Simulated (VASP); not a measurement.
Wanted: the native input for a VASP 6.6.1 run.

| Item | Value |
| --- | --- |
| Task | single point |
| Functional | PBEsol |
| Potentials or basis | VASP PAW PBE potentials, release 64 (W_sv) |
| Cutoff | 520 eV |
| k mesh | 17 × 17 × 17 |
| Occupations | fermi-dirac, width 0.1 eV |
| Spin | no spin polarisation |
| Dipole correction | no |
| Further INCAR settings | ALGO = Normal; EDIFF = 1e-06; NBANDS = 13 |

The structure of W lies in POSCAR:

```
W
1.0
    0.0000000000      1.9420036851      1.9420036851
    1.9420036851      0.0000000000      1.9420036851
    1.9420036851      1.9420036851      0.0000000000
W
1
Direct
    0.0000000000      0.0000000000      0.0000000000
```

These files were run (other wordings do the same):

INCAR

```
  ALGO = Normal
  EDIFF = 1E-6
  ENCUT = 520
  GGA = PS
  ISIF = 2
  ISMEAR = -1
  LASPH = T
  LCHARG = T
  LELF = T
  LREAL = F
  LVHAR = T
  LWAVE = F
  NBANDS = 13
  NELM = 100
  PREC = Accurate
  SIGMA = 0.1
```

KPOINTS

```
k-points
0
Gamma
  17 17 17
```

Potentials or basis: VASP PAW PBE potentials, release 64 (W_sv).

Run with:

```sh
$ cat potpaw_PBE.64/W_sv/POTCAR > POTCAR
$ mpirun -np 1 vasp_std > vasp.out
```

Results of the run:

```yaml
Pressure: 32.3 GPa
Band_gap_on_the_k_mesh: zero (band 7 reaches 15.56 eV, above the bottom of band 8 at 11.22 eV)
```

Caveat: the PAW data sets were made with another functional, which shifts forces and pressure a little; spin-orbit coupling is left out, which moves the levels of the heavy elements.

It took 26 s on 1 thread of AMD EPYC 7R43 64-Core Processor (Zen 3), on a shared host, peak memory 0.11 GiB.
